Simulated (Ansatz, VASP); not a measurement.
**One calculation of InP, two programs**

The input INCAR:

```
ALGO = Normal ; EDIFF = 1E-8
ENCUT = 520 ; ISIF = 2
ISMEAR = -1 ; LASPH = True
LCHARG = False ; LEFG = True
LREAL = False ; LWAVE = False
NBANDS = 16 ; NELM = 60
PREC = Accurate ; SIGMA = 0.05
```

The input KPOINTS:

```
k-points
0
Gamma
  11 11 11
```

POSCAR

```
InP
1.0
    0.0000000000      2.8925700979      2.8925700979
    2.8925700979      0.0000000000      2.8925700979
    2.8925700979      2.8925700979      0.0000000000
In P
1 1
Direct
    0.0000000000      0.0000000000      0.0000000000
    0.5000000000      0.5000000000      0.5000000000
```

Input for Ansatz:

```yaml
crystal:
  lattice:
    - [0.0, 2.8925700979, 2.8925700979]
    - [2.8925700979, 0.0, 2.8925700979]
    - [2.8925700979, 2.8925700979, 0.0]
  atoms:
    - { symbol: In, position: [0.0, 0.0, 0.0] }
    - { symbol: P, position: [0.5, 0.5, 0.5] }
kpoints:
  mp_grid: { grid: [11, 11, 11] }
scf:
  occupations: { method: fermi_dirac, width: 0.05 }
hamiltonian:
  xc: lda
  pseudopotentials: { kind: all_electron, datasets: crystal }
output:
  forces: true
  stress: true
  eigenvalues: true
  efg: { contact_densities: true }
```

Change from the starting cell: volume scaled by 1.04, crystal datasets.

Alike in both runs: task electric field gradients; functional LDA; k mesh 11 × 11 × 11; occupations fermi-dirac, width 0.05 eV; no spin polarisation.

|  | VASP | Ansatz |
| --- | --- | --- |
| version | VASP 6.6.1 | Ansatz 0.2.0 |
| potentials or method | VASP PAW LDA potentials, release 64 (In_d, P), cutoff 520 eV | all-electron PAW with datasets made for the crystal, scalar-relativistic |

|  | VASP | Ansatz | Ansatz less VASP |
| --- | --- | --- | --- |
| pressure (GPa) | -11.0 | -10.9 | +0.02 |

LDA's correlation is that of Perdew and Zunger in VASP and of Perdew and Wang (1992) in Ansatz. Ansatz ran all-electron here, and VASP with PAW potentials.
